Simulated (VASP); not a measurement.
A run of VASP 6.6.1 is set up as follows.

File INCAR:

```
PREC = Accurate
ENCUT = 520
EDIFF = 1E-6
ISMEAR = 0
SIGMA = 0.05
LREAL = F
LASPH = T
NELM = 60
ALGO = Normal
ISIF = 2
LWAVE = F
LCHARG = F
NBANDS = 11
```

Contents of KPOINTS:

```
Automatic mesh
0
Gamma
  8 8 8
```

POSCAR

```
BeTe
1.0
    0.0000000000      2.8808000000      2.7700000000
    2.8808000000      0.0000000000      2.7700000000
    2.8808000000      2.8808000000      0.0000000000
Be Te
1 1
Direct
    0.0000000000      0.0000000000      0.0000000000
    0.7500000000      0.7500000000      0.7500000000
```

Potentials or basis: VASP PAW LDA potentials, release 64 (Be, Te).

Launch:

```console
$ cat potpaw_LDA.64/Be/POTCAR potpaw_LDA.64/Te/POTCAR > POTCAR
$ mpirun -np 1 vasp_std > vasp.out
```

Task: What does it give for the band gap on the k mesh?

Result: 1.65 eV, indirect (least direct gap 3.38 eV).

Task: Estimate the pressure.

Result: -3.7 GPa.

Stress tensor (GPa, compression positive):
```
-4.43  0.00  0.00
 0.00 -4.43  0.00
 0.00  0.00 -2.25
```

Caveat: the cell differs from its parent crystal (strain +0.040 along x and y, +0.000 along z); spin-orbit coupling is left out, which moves the levels of the heavy elements. A k mesh can miss the band edges.
